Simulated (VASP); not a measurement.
# AgCl (R-3m) in VASP: a series of runs, part 2 of 2

VASP 6.6.1. Earlier steps stand in the parts before.

## (3) Electric field gradients, PBE (equal xy, yz and zx shear strains of +1 %)

Input file INCAR:

```
  PREC = Accurate
  ENCUT = 520
  EDIFF = 1E-8
  ISMEAR = -1
  SIGMA = 0.01
  LREAL = F
  LASPH = T
  NELM = 100
  ALGO = Normal
  ISIF = 2
  LWAVE = F
  LCHARG = F
  GGA = PE
  LEFG = T
  NBANDS = 16
```

Input file KPOINTS:

```
Automatic mesh
0
Gamma
  9 9 9
```

Input file POSCAR:

```
AgCl
1.0
    3.4339730000      0.0171698650      0.0171698650
    0.0171698650      3.4339730000      0.0171698650
    0.0171698650      0.0171698650      3.4339730000
Ag Cl
1 1
Direct
    0.0000000000      0.0000000000      0.0000000000
    0.5000000000      0.5000000000      0.5000000000
```

Potentials or basis: VASP PAW PBE potentials, release 64 (Ag, Cl).

Started as:

```
> cat potpaw_PBE.64/Ag/POTCAR potpaw_PBE.64/Cl/POTCAR > POTCAR
> mpirun -np 1 vasp_std > vasp.out
```

OUTCAR:

```text
PREC = Accurate
   ENCUT = 520
   EDIFF = 1E-8
   ISMEAR = -1
   LREAL = F
   LASPH = T
   NELM = 100
   ISIF = 2
   GGA = PE

 ion  position               nearest neighbor table
   1  0.000  0.000  0.000-   2 2.96   2 2.96   2 2.96   2 2.96   2 2.96   2 2.96   2 3.00   2 3.00

   2  0.500  0.500  0.500-   1 2.96   1 2.96   1 2.96   1 2.96   1 2.96   1 2.96   1 3.00   1 3.00

  LATTYP: Found a trigonal (rhomboedric) cell.
 ALAT       =     3.4340588483
 COS(alpha) =     0.0100244988

  Lattice vectors:

 A1 = (   3.4339730000,   0.0171698650,   0.0171698650)
[... 670 lines left out ...]
  free  energy   TOTEN  =        -5.1226955976 eV

  energy  without entropy=       -5.1226955976  energy(sigma->0) =       -5.12269560

 Electric field gradients (V/A^2)
---------------------------------------------------------------------
 ion       V_xx      V_yy      V_zz      V_xy      V_xz      V_yz
---------------------------------------------------------------------
   1       0.000    -0.000     0.000     2.096     2.096     2.096
   2      -0.000     0.000     0.000    -3.343    -3.343    -3.343
---------------------------------------------------------------------

 Electric field gradients after diagonalization (V/A^2)
 (convention: |V_zz| > |V_xx| > |V_yy|)
----------------------------------------------------------------------
 ion       V_xx      V_yy      V_zz     asymmetry (V_yy - V_xx)/ V_zz
----------------------------------------------------------------------
   1      -2.096    -2.096     4.191       0.000
   2       3.343     3.343    -6.685       0.000
----------------------------------------------------------------------

           NMR quadrupolar parameters

 Cq : quadrupolar parameter    Cq=e*Q*V_zz/h
 eta: asymmetry parameters     (V_yy - V_xx)/ V_zz
 Q  : nuclear electric quadrupole moment in mb (millibarn)
----------------------------------------------------------------------
 ion       Cq(MHz)       eta       Q (mb)
----------------------------------------------------------------------
   1       0.010       0.000       1.000
   2      -0.016       0.000       1.000
----------------------------------------------------------------------
```

It took 40 s on 1 thread of AMD EPYC 7R13 (Zen 3), shared host; peak memory 0.16 GiB.

What came out:

- Free energy: -5.1227 eV
- Pressure: -0.2 GPa
- Band gap on the k mesh: 0.58 eV (least direct gap 2.03 eV)
- Largest electric field gradient by atom: Ag +4.2; Cl -6.7 V/Å²

Electric field gradients, principal values (V/Å²):
```csv
atom,least,middle,greatest (by size)
1 Ag,-2.096,-2.096,4.191
2 Cl,3.343,3.343,-6.685
```

Caveat: the cell differs from its parent crystal (equal xy, yz and zx shear strains of +1 %); semilocal functionals underestimate gaps, and a narrow one can read as zero; without QUAD_EFG the Cq values of the log hold for a quadrupole moment of 1 mb, not for the nuclei.

## (4) Electric field gradients, PBE (equal xy, yz and zx shear strains of +3 %)

Input file INCAR:

```
ALGO     = Normal         # electronic algorithm
EDIFF    = 1E-8           # SCF threshold, eV
ENCUT    = 520            # plane-wave cutoff, eV
GGA      = PE             # functional
ISIF     = 2              # what is computed and relaxed
ISMEAR   = -1             # smearing method
LASPH    = T              # aspherical terms in the spheres
LCHARG   = F              # write CHGCAR
LEFG     = T            
LREAL    = F              # projectors in reciprocal space
LWAVE    = F              # write WAVECAR
NBANDS   = 16             # bands
NELM     = 80             # most SCF steps
PREC     = Accurate       # precision mode
SIGMA    = 0.01           # smearing width, eV
```

Input file KPOINTS:

```
k-points
0
Gamma
  9 9 9
```

Input file POSCAR:

```
AgCl
1.0
    3.4339730000      0.0515095950      0.0515095950
    0.0515095950      3.4339730000      0.0515095950
    0.0515095950      0.0515095950      3.4339730000
Ag Cl
1 1
Direct
    0.0000000000      0.0000000000      0.0000000000
    0.5000000000      0.5000000000      0.5000000000
```

Potentials or basis: VASP PAW PBE potentials, release 64 (Ag, Cl).

Started as:

```
> cat potpaw_PBE.64/Ag/POTCAR potpaw_PBE.64/Cl/POTCAR > POTCAR
> mpirun -np 1 vasp_std > vasp.out
```

OUTCAR:

```text
EDIFF = 1E-8
   ENCUT = 520
   GGA = PE
   ISIF = 2
   ISMEAR = -1
   LASPH = T
   LREAL = F
   NELM = 80
   PREC = Accurate

 ion  position               nearest neighbor table
   1  0.000  0.000  0.000-   2 2.94   2 2.94   2 2.94   2 2.94   2 2.94   2 2.94   2 3.06   2 3.06

   2  0.500  0.500  0.500-   1 2.94   1 2.94   1 2.94   1 2.94   1 2.94   1 2.94   1 3.06   1 3.06

  LATTYP: Found a trigonal (rhomboedric) cell.
 ALAT       =     3.4347455570
 COS(alpha) =     0.0302114049

  Lattice vectors:

 A1 = (   3.4339730000,   0.0515095950,   0.0515095950)
 A2 = (   0.0515095950,   3.4339730000,   0.0515095950)
 A3 = (   0.0515095950,   0.0515095950,   3.4339730000)

Analysis of symmetry for initial positions (statically):
=====================================================================
 Subroutine PRICEL returns:
 Original cell was already a primitive cell.

 Routine SETGRP: Setting up the symmetry group for a
 trigonal (rhombohedral) supercell.

[... 645 lines left out ...]
      direct lattice vectors                 reciprocal lattice vectors
     3.433973000  0.051509595  0.051509595     0.291337045 -0.004305474 -0.004305474
     0.051509595  3.433973000  0.051509595    -0.004305474  0.291337045 -0.004305474
     0.051509595  0.051509595  3.433973000    -0.004305474 -0.004305474  0.291337045

 POSITION                                       TOTAL-FORCE (eV/Angst)
 -----------------------------------------------------------------------------------
      0.00000      0.00000      0.00000        -0.000000      0.000000     -0.000000
      1.76850      1.76850      1.76850         0.000000     -0.000000      0.000000
 -----------------------------------------------------------------------------------
    total drift:                                0.000000      0.000000      0.000000

  FREE ENERGIE OF THE ION-ELECTRON SYSTEM (eV)
  ---------------------------------------------------
  free  energy   TOTEN  =        -5.1263537092 eV

  energy  without entropy=       -5.1263537092  energy(sigma->0) =       -5.12635371

 Electric field gradients (V/A^2)
---------------------------------------------------------------------
 ion       V_xx      V_yy      V_zz      V_xy      V_xz      V_yz
---------------------------------------------------------------------
   1       0.000     0.000     0.000     5.947     5.947     5.947
   2      -0.000    -0.000     0.000    -9.545    -9.545    -9.545
---------------------------------------------------------------------

 Electric field gradients after diagonalization (V/A^2)
 (convention: |V_zz| > |V_xx| > |V_yy|)
----------------------------------------------------------------------
 ion       V_xx      V_yy      V_zz     asymmetry (V_yy - V_xx)/ V_zz
----------------------------------------------------------------------
   1      -5.947    -5.947    11.895       0.000
   2       9.545     9.545   -19.091       0.000
----------------------------------------------------------------------

           NMR quadrupolar parameters

 Cq : quadrupolar parameter    Cq=e*Q*V_zz/h
 eta: asymmetry parameters     (V_yy - V_xx)/ V_zz
 Q  : nuclear electric quadrupole moment in mb (millibarn)
----------------------------------------------------------------------
 ion       Cq(MHz)       eta       Q (mb)
----------------------------------------------------------------------
   1       0.029       0.000       1.000
   2      -0.046       0.000       1.000
----------------------------------------------------------------------
```

stdout:

```text
POSCAR found type information on POSCAR AgCl
 POSCAR found :  2 types and       2 ions
 scaLAPACK will be used
 LDA part: xc-table for (Slater+PW92), standard interpolation
 POSCAR, INCAR and KPOINTS ok, starting setup
 FFT: planning ... GRIDC
 FFT: planning ... GRID_SOFT
 FFT: planning ... GRID
 WAVECAR not read
 entering main loop
ion   1

ion   2
```

It took 41 s on 1 thread of AMD EPYC 7R13 (Zen 3), shared host; peak memory 0.16 GiB.

Results:

| Quantity | Value |
| --- | --- |
| Free energy | -5.1264 eV |
| Pressure | -0.2 GPa |
| Band gap on the k mesh | 0.54 eV (least direct gap 1.97 eV) |
| Largest electric field gradient by atom | Ag +11.9; Cl -19.1 V/Å² |

Electric field gradients, principal values (V/Å²):
```
atom   least  middle  greatest (by size)
1 Ag  -5.947  -5.947              11.895
2 Cl   9.545   9.545             -19.091
```

Caveat: the cell differs from its parent crystal (equal xy, yz and zx shear strains of +3 %); semilocal functionals underestimate gaps, and a narrow one can read as zero; without QUAD_EFG the Cq values of the log hold for a quadrupole moment of 1 mb, not for the nuclei. A k mesh can miss the band edges.
